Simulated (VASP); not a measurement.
# BaTe (Fm-3m) in VASP: a series of runs

Runs on BaTe. Level: PBE. Tasks: single point.

Everything below comes from runs of VASP 6.6.1. Logs are shortened: lines on timing, memory, paths and dates and some standing lists are left out, and cuts for length are marked.

### 1 The cell of the first run

The structure is cubic, space group Fm-3m (No. 225). The conventional cell has a = 6.920 Å, b = 6.920 Å, c = 6.920 Å, α = 90.00°, β = 90.00°, γ = 90.00°. Within 4.5 Å of Ba (site symmetry m-3m) lie 6 Te at 3.46 Å. Te (site symmetry m-3m) has 6 Ba at 3.46 Å within 4.5 Å.

### 2 Single point, PBE (41.43 Å³/atom)

INCAR

```
SYSTEM = BaTe
  PREC = Accurate
  ENCUT = 520
  EDIFF = 1E-6
  ISMEAR = 0
  SIGMA = 0.02
  LREAL = .False.
  LASPH = .True.
  NELM = 60
  ALGO = Normal
  ISIF = 2
  LWAVE = .False.
  LCHARG = .False.
  GGA = PE
  NBANDS = 15
```

KPOINTS

```
Automatic mesh
0
Gamma
  8 8 8
  0 0 0
```

POSCAR

```
BaTe
1.0
    0.0000000000      3.4601487866      3.4601487866
    3.4601487866      0.0000000000      3.4601487866
    3.4601487866      3.4601487866      0.0000000000
Ba Te
1 1
Direct
    0.0000000000      0.0000000000      0.0000000000
    0.5000000000      0.5000000000      0.5000000000
```

Potentials or basis: VASP PAW PBE potentials, release 64 (Ba_sv, Te).

The run is started by

```console
$ cat potpaw_PBE.64/Ba_sv/POTCAR potpaw_PBE.64/Te/POTCAR > POTCAR
$ mpirun -np 1 vasp_std > vasp.out
```

OUTCAR:

```text
SYSTEM = BaTe
   PREC = Accurate
   ENCUT = 520
   EDIFF = 1E-6
   ISMEAR = 0
   LREAL = .False.
   LASPH = .True.
   NELM = 60
   ISIF = 2
   GGA = PE

 ion  position               nearest neighbor table
   1  0.000  0.000  0.000-   2 3.46   2 3.46   2 3.46   2 3.46   2 3.46   2 3.46
   2  0.500  0.500  0.500-   1 3.46   1 3.46   1 3.46   1 3.46   1 3.46   1 3.46

  LATTYP: Found a face centered cubic cell.
 ALAT       =     6.9202975732

  Lattice vectors:

 A1 = (   0.0000000000,   3.4601487866,   3.4601487866)
 A2 = (   3.4601487866,   0.0000000000,   3.4601487866)
 A3 = (   3.4601487866,   3.4601487866,   0.0000000000)

Analysis of symmetry for initial positions (statically):
=====================================================================
 Subroutine PRICEL returns:
 Original cell was already a primitive cell.

 Routine SETGRP: Setting up the symmetry group for a
 face centered cubic supercell.

 Subroutine GETGRP returns: Found 48 space group operations
 (whereof 48 operations were pure point group operations)
 out of a pool of 48 trial point group operations.

The static configuration has the point symmetry O_h .

Analysis of symmetry for dynamics (positions and initial velocities):
=====================================================================
 Subroutine PRICEL returns:
 Original cell was already a primitive cell.

 Routine SETGRP: Setting up the symmetry group for a
 face centered cubic supercell.

 Subroutine GETGRP returns: Found 48 space group operations
 (whereof 48 operations were pure point group operations)
 out of a pool of 48 trial point group operations.

The dynamic configuration has the point symmetry O_h .

 Subroutine INISYM returns: Found 48 space group operations
 (whereof 48 operations are pure point group operations),
 and found     1 'primitive' translations

----------------------------------------------------------------------------------------

                                     Primitive cell

  volume of cell :      82.8542

  direct lattice vectors                    reciprocal lattice vectors
     0.000000000  3.460148787  3.460148787    -0.144502457  0.144502457  0.144502457
     3.460148787  0.000000000  3.460148787     0.144502457 -0.144502457  0.144502457
     3.460148787  3.460148787  0.000000000     0.144502457  0.144502457 -0.144502457

  length of vectors
     4.893389342  4.893389342  4.893389342     0.250285597  0.250285597  0.250285597

  position of ions in fractional coordinates (direct lattice)
     0.000000000  0.000000000  0.000000000
     0.500000000  0.500000000  0.500000000

  ion indices of the primitive-cell ions
   primitive index   ion index
                 1           1
                 2           2

----------------------------------------------------------------------------------------

 KPOINTS: Automatic mesh

Automatic generation of k-mesh.
 Grid dimensions read from file:
 generate k-points for:    8    8    8

 Generating k-lattice:

  Cartesian coordinates                     Fractional coordinates (reciprocal lattice)
    -0.018062807  0.018062807  0.018062807     0.125000000  0.000000000  0.000000000
     0.018062807 -0.018062807  0.018062807     0.000000000  0.125000000  0.000000000
     0.018062807  0.018062807 -0.018062807     0.000000000  0.000000000  0.125000000

  Length of vectors
     0.031285700  0.031285700  0.031285700

  Shift w.r.t. Gamma in fractional coordinates (k-lattice)
     0.000000000  0.000000000  0.000000000

 Subroutine IBZKPT returns following result:
 ===========================================

 Found     29 irreducible k-points:

 Following reciprocal coordinates:
            Coordinates               Weight
  0.000000  0.000000  0.000000      1.000000
  0.125000  0.000000  0.000000      8.000000
  0.250000  0.000000  0.000000      8.000000
  0.375000  0.000000  0.000000      8.000000
  0.500000  0.000000  0.000000      4.000000
  0.125000  0.125000  0.000000      6.000000
[... 16 lines left out ...]
  0.500000  0.250000  0.125000     48.000000
 -0.375000  0.250000  0.125000     24.000000
 [... further k-points ...]
   k-points           NKPTS =     29   k-points in BZ     NKDIM =     29   number of bands    NBANDS=     15
   number of dos      NEDOS =    301   number of ions     NIONS =      2
   total plane-waves  NPLWV =  46656
   dimension x,y,z NGX =    36 NGY =   36 NGZ =   36
   dimension x,y,z NGXF=    72 NGYF=   72 NGZF=   72
   ions per type =               1   1
   NGX,Y,Z   is equivalent  to a cutoff of  12.23, 12.23, 12.23 a.u.
   NGXF,Y,Z  is equivalent  to a cutoff of  24.46, 24.46, 24.46 a.u.
 SYSTEM =  BaTe
   PREC   = accura    normal or accurate (medium, high low for compatibility)
   ISTART =      0    job   : 0-new  1-cont  2-samecut
   ICHARG =      2    charge: 1-file 2-atom 10-const
   ISPIN  =      1    spin polarized calculation?
   LNONCOLLINEAR =      F non collinear calculations
[... 63 lines left out ...]
      3      -9.5950      2.00000
      4      -9.5950      2.00000
      5      -7.1217      2.00000
      6       2.4987      2.00000
      7       2.4987      2.00000
      8       2.4987      2.00000
      9       5.4010      0.00000
     10       5.4010      0.00000
     11       5.4010      0.00000
     12       5.5456      0.00000
     13       6.0548      0.00000
     14       6.0548      0.00000
     15       9.4856      0.00000

 k-point     2 :       0.1250    0.0000    0.0000
  band No.  band energies     occupation
      1     -24.4314      2.00000
      2      -9.6829      2.00000
      3      -9.5969      2.00000
      4      -9.5969      2.00000
      5      -6.9885      2.00000
      6       1.9629      2.00000
      7       2.2446      2.00000
      8       2.2446      2.00000
      9       5.4358      0.00000
     10       5.6049      0.00000
     11       5.6049      0.00000
     12       6.2252      0.00000
     13       6.5277      0.00000
     14       6.5277      0.00000
     15       9.9990      0.00000

 k-point     3 :       0.2500    0.0000    0.0000
  band No.  band energies     occupation
      1     -24.4257      2.00000
      2      -9.8684      2.00000
      3      -9.6013      2.00000
      4      -9.6013      2.00000
      5      -6.6870      2.00000
      6       1.0759      2.00000
      7       1.7796      2.00000
      8       1.7796      2.00000
      9       5.6195      0.00000
     10       6.1454      0.00000
     11       6.1454      0.00000
     12       7.4978      0.00000
     13       7.6721      0.00000
     14       7.6721      0.00000
     15      10.9016      0.00000

 k-point     4 :       0.3750    0.0000    0.0000
  band No.  band energies     occupation
      1     -24.4200      2.00000
      2     -10.0278      2.00000
      3      -9.6057      2.00000
      4      -9.6057      2.00000
      5      -6.4008      2.00000
      6       0.4086      2.00000
      7       1.4247      2.00000
      8       1.4247      2.00000
      9       6.1227      0.00000
     10       6.9220      0.00000
     11       6.9220      0.00000
     12       7.9513      0.00000
     13       9.0184      0.00000
     14       9.0184      0.00000
     15      10.6826      0.00000
[... 307 lines left out ...]
 k-point    22 :       0.3750    0.2500    0.1250
  band No.  band energies     occupation
      1     -24.4215      2.00000
      2      -9.8811      2.00000
      3      -9.6607      2.00000
      4      -9.6147      2.00000
      5      -6.6397      2.00000
      6       0.7989      2.00000
      7       1.6778      2.00000
      8       1.9699      2.00000
      9       5.1105      0.00000
     10       6.5400      0.00000
     11       6.8948      0.00000
     12       7.1496      0.00000
     13       7.7861      0.00000
     14       9.4722      0.00000
     15      10.8309      0.00000

 k-point    23 :       0.5000    0.2500    0.1250
  band No.  band energies     occupation
      1     -24.4169      2.00000
      2      -9.9514      2.00000
      3      -9.6842      2.00000
      4      -9.6284      2.00000
      5      -6.5215      2.00000
      6       0.6464      2.00000
      7       1.4232      2.00000
      8       1.6696      2.00000
      9       5.5666      0.00000
     10       7.0975      0.00000
     11       7.4232      0.00000
     12       7.5966      0.00000
     13       8.2531      0.00000
     14       9.9477      0.00000
     15      10.2016      0.00000

 k-point    24 :      -0.3750    0.2500    0.1250
  band No.  band energies     occupation
      1     -24.4150      2.00000
      2      -9.9805      2.00000
      3      -9.6871      2.00000
      4      -9.6396      2.00000
      5      -6.4744      2.00000
      6       0.6023      2.00000
      7       1.4205      2.00000
      8       1.4383      2.00000
      9       6.2109      0.00000
     10       6.4924      0.00000
     11       7.7957      0.00000
     12       8.0992      0.00000
     13       8.6091      0.00000
     14       9.4552      0.00000
     15      10.6995      0.00000

 [... further k-points ...]

------------------------ aborting loop because EDIFF is reached ----------------------------------------

  FORCE on cell =-STRESS in cart. coord.  units (eV):
  Direction    XX          YY          ZZ          XY          YZ          ZX
  --------------------------------------------------------------------------------------
  -------------------------------------------------------------------------------------
  Total        1.2404369      1.2404369      1.2404369     -0.0000000      0.0000000     -0.0000000
  in kB       23.9867241     23.9867241     23.9867241     -0.0000000      0.0000000     -0.0000000
  external PRESSURE =      23.9867241 kB  Pullay stress =       0.0000000 kB

 VOLUME and BASIS-vectors are now :
 -----------------------------------------------------------------------------
  energy-cutoff  :      520.00
  volume of cell :       82.85
      direct lattice vectors                 reciprocal lattice vectors
     0.000000000  3.460148787  3.460148787    -0.144502457  0.144502457  0.144502457
     3.460148787  0.000000000  3.460148787     0.144502457 -0.144502457  0.144502457
     3.460148787  3.460148787  0.000000000     0.144502457  0.144502457 -0.144502457

 POSITION                                       TOTAL-FORCE (eV/Angst)
 -----------------------------------------------------------------------------------
      0.00000      0.00000      0.00000        -0.000000     -0.000000     -0.000000
      3.46015      3.46015      3.46015         0.000000      0.000000      0.000000
 -----------------------------------------------------------------------------------
    total drift:                                0.000000      0.000000      0.000000

  FREE ENERGIE OF THE ION-ELECTRON SYSTEM (eV)
  ---------------------------------------------------
  free  energy   TOTEN  =        -8.5857855570 eV

  energy  without entropy=       -8.5857855570  energy(sigma->0) =       -8.58578556
```

It took 29 s on 1 thread of Intel Xeon Platinum 8488C (Sapphire Rapids), shared host; peak memory 0.22 GiB.

What came out:

- Free energy: -8.5858 eV
- Pressure: 2.4 GPa
- Band gap on the k mesh: 1.44 eV (least direct gap 1.82 eV)

Levels at points of the mesh, in eV from the valence-band top:
```csv
k point,band 5,band 6,band 7,band 8,band 9,band 10,band 11,band 12
"(0.00, 0.00, 0.00)",-9.62,0.00,0.00,0.00,2.90,2.90,2.90,3.05
"(0.50, 0.00, 0.00)",-8.78,-2.33,-1.20,-1.20,4.24,4.84,4.96,4.96
"(0.50, 0.50, 0.00)",-9.40,-1.14,-0.38,-0.38,1.44,4.48,4.80,5.75
```

Caveat: spin-orbit coupling is left out, which moves the levels of the heavy elements. Expect the measured gap to be larger: semilocal functionals such as PBE lack the derivative discontinuity.

### 3 Single point, PBE (42.75 Å³/atom)

This run uses another cell than the first one, of 42.75 Å³/atom.

INCAR

```
PREC     = Accurate       # precision mode
ENCUT    = 520            # plane-wave cutoff, eV
EDIFF    = 1E-7           # SCF threshold, eV
ISMEAR   = 0              # smearing method
SIGMA    = 0.02           # smearing width, eV
LREAL    = False          # projectors in reciprocal space
LASPH    = True           # aspherical terms in the spheres
NELM     = 80             # most SCF steps
ALGO     = Normal         # electronic algorithm
ISIF     = 2              # what is computed and relaxed
LWAVE    = False          # write WAVECAR
LCHARG   = False          # write CHGCAR
GGA      = PE             # functional
NBANDS   = 15             # bands
```

KPOINTS

```
Automatic mesh
0
Gamma
  8 8 8
```

POSCAR

```
BaTe
1.0
    0.0000000000      3.4965740822      3.4965740822
    3.4965740822      0.0000000000      3.4965740822
    3.4965740822      3.4965740822      0.0000000000
Ba Te
1 1
Direct
    0.0000000000      0.0000000000      0.0000000000
    0.5000000000      0.5000000000      0.5000000000
```

Potentials or basis: VASP PAW PBE potentials, release 64 (Ba_sv, Te).

The run is started by

```console
$ cat potpaw_PBE.64/Ba_sv/POTCAR potpaw_PBE.64/Te/POTCAR > POTCAR
$ mpirun -np 1 vasp_std > vasp.out
```

Wall time 41 s (1 thread of Intel Xeon Platinum 8488C (Sapphire Rapids), shared host); peak memory 0.25 GiB.

It converged, with:

| Quantity | Value |
| --- | --- |
| Free energy | -8.6159 eV |
| Pressure | 1.3 GPa |
| Band gap on the k mesh | 1.51 eV (least direct gap 1.90 eV) |

Levels at points of the mesh, in eV from the valence-band top:
```
           k point  band 4  band 5  band 6  band 7  band 8  band 9  band 10  band 11  band 12  band 13
(0.00, 0.00, 0.00)  -12.16   -9.55    0.00    0.00    0.00    2.92     2.92     2.92     2.92     3.54
(0.50, 0.00, 0.00)  -12.18   -8.81   -2.25   -1.14   -1.14    4.20     4.76     4.89     4.89     6.96
(0.50, 0.50, 0.00)  -12.25   -9.34   -1.14   -0.38   -0.38    1.51     4.43     4.66     5.61     5.75
```

Caveat: spin-orbit coupling is left out, which moves the levels of the heavy elements. A k mesh can miss the band edges.

### 4 Single point, PBE (45.39 Å³/atom)

This run uses another cell than the first one, of 45.39 Å³/atom.

INCAR

```
PREC = Accurate
ENCUT = 520
EDIFF = 1E-6
ISMEAR = 0
SIGMA = 0.02
LREAL = False
LASPH = True
NELM = 60
ALGO = Normal
ISIF = 2
LWAVE = False
LCHARG = True
GGA = PE
LELF = True
LVHAR = True
NBANDS = 15
```

KPOINTS is that of step 3.

POSCAR

```
BaTe
1.0
    0.0000000000      3.5672309790      3.5672309790
    3.5672309790      0.0000000000      3.5672309790
    3.5672309790      3.5672309790      0.0000000000
Ba Te
1 1
Direct
    0.0000000000      0.0000000000      0.0000000000
    0.5000000000      0.5000000000      0.5000000000
```

The run is started by

```console
$ cat potpaw_PBE.64/Ba_sv/POTCAR potpaw_PBE.64/Te/POTCAR > POTCAR
$ mpirun -np 1 vasp_std > vasp.out
```

Run time: 41 s. Hardware: 1 thread of Intel Xeon Platinum 8488C (Sapphire Rapids), shared host; peak memory 0.25 GiB.

The run converged. Its results:

```
Free energy            : -8.6267 eV
Pressure               : -0.5 GPa
Band gap on the k mesh : 1.64 eV (least direct gap 2.02 eV)
```

Levels at points of the mesh, in eV from the valence-band top:
| k point | band 6 | band 7 | band 8 | band 9 | band 10 | band 11 |
| --- | --- | --- | --- | --- | --- | --- |
| (0.00, 0.00, 0.00) | 0.00 | 0.00 | 0.00 | 2.69 | 2.95 | 2.95 |
| (0.50, 0.00, 0.00) | -2.08 | -1.02 | -1.02 | 4.11 | 4.62 | 4.76 |
| (0.50, 0.50, 0.00) | -1.11 | -0.38 | -0.38 | 1.64 | 4.33 | 4.40 |

Caveat: spin-orbit coupling is left out, which moves the levels of the heavy elements. A k mesh can miss the band edges.

### 5 Single point, PBE (46.72 Å³/atom)

This run uses another cell than the first one, of 46.72 Å³/atom.

INCAR

```
SYSTEM = BaTe
PREC = Accurate ; ENCUT = 520
EDIFF = 1E-6 ; ISMEAR = 0
SIGMA = 0.02 ; LREAL = .FALSE.
LASPH = .TRUE. ; NELM = 100
ALGO = Normal ; ISIF = 2
LWAVE = .FALSE. ; LCHARG = .TRUE.
GGA = PE ; LELF = .TRUE.
LVHAR = .TRUE. ; NBANDS = 15
```

KPOINTS

```
Automatic mesh
0
G
  8 8 8
  0 0 0
```

POSCAR

```
BaTe
1.0
    0.0000000000      3.6015333812      3.6015333812
    3.6015333812      0.0000000000      3.6015333812
    3.6015333812      3.6015333812      0.0000000000
Ba Te
1 1
Direct
    0.0000000000      0.0000000000      0.0000000000
    0.5000000000      0.5000000000      0.5000000000
```

The run is started by

```console
$ cat potpaw_PBE.64/Ba_sv/POTCAR potpaw_PBE.64/Te/POTCAR > POTCAR
$ mpirun -np 1 vasp_std > vasp.out
```

Wall time 45 s (1 thread of Intel Xeon Platinum 8488C (Sapphire Rapids), shared host); peak memory 0.25 GiB.

Results (log left out):

| Quantity | Value |
| --- | --- |
| Free energy | -8.6122 eV |
| Pressure | -1.2 GPa |
| Band gap on the k mesh | 1.69 eV (least direct gap 2.06 eV) |

Levels at points of the mesh, in eV from the valence-band top:
| k point | band 4 | band 5 | band 6 | band 7 | band 8 | band 9 | band 10 | band 11 | band 12 | band 13 |
| --- | --- | --- | --- | --- | --- | --- | --- | --- | --- | --- |
| (0.00, 0.00, 0.00) | -12.39 | -9.36 | 0.00 | 0.00 | 0.00 | 2.59 | 2.96 | 2.96 | 2.96 | 3.49 |
| (0.50, 0.00, 0.00) | -12.40 | -8.84 | -2.01 | -0.97 | -0.97 | 4.07 | 4.54 | 4.70 | 4.70 | 6.74 |
| (0.50, 0.50, 0.00) | -12.44 | -9.18 | -1.09 | -0.38 | -0.38 | 1.69 | 4.28 | 4.28 | 5.21 | 5.44 |

Caveat: spin-orbit coupling is left out, which moves the levels of the heavy elements. A k mesh can miss the band edges.

### 6 Single point, PBE (48.48 Å³/atom)

This run uses another cell than the first one, of 48.48 Å³/atom.

INCAR

```
SYSTEM = BaTe
PREC = Accurate
ENCUT = 520
EDIFF = 1E-6
ISMEAR = 0
SIGMA = 0.02
LREAL = .False.
LASPH = .True.
NELM = 80
ALGO = Normal
ISIF = 2
LWAVE = .False.
LCHARG = .False.
GGA = PE
NBANDS = 15
```

KPOINTS

```
Automatic mesh
0
Gamma
  8 8 8
  0 0 0
```

POSCAR

```
BaTe
1.0
    0.0000000000      3.6462775014      3.6462775014
    3.6462775014      0.0000000000      3.6462775014
    3.6462775014      3.6462775014      0.0000000000
Ba Te
1 1
Direct
    0.0000000000      0.0000000000      0.0000000000
    0.5000000000      0.5000000000      0.5000000000
```

Potentials or basis: VASP PAW PBE potentials, release 64 (Ba_sv, Te).

The run is started by

```console
$ cat potpaw_PBE.64/Ba_sv/POTCAR potpaw_PBE.64/Te/POTCAR > POTCAR
$ mpirun -np 1 vasp_std > vasp.out
```

It took 44 s on 1 thread of Intel Xeon Platinum 8488C (Sapphire Rapids), shared host; peak memory 0.26 GiB.

It converged, with:

| Quantity | Value |
| --- | --- |
| Free energy | -8.5766 eV |
| Pressure | -2.0 GPa |
| Band gap on the k mesh | 1.75 eV (least direct gap 2.12 eV) |

Levels at points of the mesh, in eV from the valence-band top:
```tsv
k point	band 5	band 6	band 7	band 8	band 9	band 10	band 11	band 12
(0.00, 0.00, 0.00)	-9.29	0.00	0.00	0.00	2.46	2.97	2.97	2.97
(0.50, 0.00, 0.00)	-8.84	-1.92	-0.91	-0.91	4.01	4.45	4.61	4.61
(0.50, 0.50, 0.00)	-9.12	-1.07	-0.37	-0.37	1.75	4.13	4.21	5.05
```

Caveat: spin-orbit coupling is left out, which moves the levels of the heavy elements.

### 7 The runs side by side

| cell | gap on the mesh (eV) | pressure (GPa) |
| --- | --- | --- |
| a = 4.893 Å, angles 60.0°, 2 atoms | 1.44 | 2.4 |
| a = 4.945 Å, angles 60.0°, 2 atoms | 1.51 | 1.3 |
| a = 5.045 Å, angles 60.0°, 2 atoms | 1.64 | -0.5 |
| a = 5.093 Å, angles 60.0°, 2 atoms | 1.69 | -1.2 |
| a = 5.157 Å, angles 60.0°, 2 atoms | 1.75 | -2.0 |

Alike in all rows: task single point; level PBE; potentials or basis VASP PAW PBE potentials, release 64 (Ba_sv, Te); no spin polarisation; k mesh 8 × 8 × 8; cutoff (eV) 520; smearing gaussian 0.02 eV.

Caveats: spin-orbit coupling is left out, which moves the levels of the heavy elements.

Absolute energies hang on the potentials; compare differences alone.
